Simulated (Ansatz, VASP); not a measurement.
**Ca3Bi: VASP beside Ansatz**

```xyz
4
Lattice="4.8316 0.0000 0.0000 0.0000 4.8316 0.0000 0.0000 0.0000 4.8316" Properties=species:S:1:pos:R:3 pbc="T T T"
Ca    0.0000    2.4158    2.4158
Ca    2.4158    0.0000    2.4158
Ca    2.4158    2.4158    0.0000
Bi    0.0000    0.0000    0.0000
```

Alike in both runs: task relaxation of cell and atoms; functional PBE; k mesh 4 × 4 × 4; occupations gaussian, width 0.1 eV; no spin polarisation.

|  | VASP | Ansatz |
| --- | --- | --- |
| version | VASP 6.6.1 | Ansatz 0.2.0 |
| potentials or method | VASP PAW PBE potentials, release 64 (Ca_sv, Bi_d), cutoff 600 eV | scalar-relativistic, plane waves, PAW |
| valence electrons in the cell | 45 | 45 |

|  | VASP | Ansatz | Ansatz less VASP |
| --- | --- | --- | --- |
| gap on the k mesh at the Fermi level, each at its own relaxed structure (eV) | none | none | - |
| relaxed volume (Å³/atom) | 33.71 | 33.44 | -0.263 |
| relaxed cell length with the largest relative difference (Å) | 5.128 | 5.114 | -0.0134 |

A gap of «none» marks a metal or a gap that the smearing closes.

Spin-orbit coupling is off throughout. Noted on VASP's run: the volume moved by over 15 % at a fixed basis, so the end points are rough.
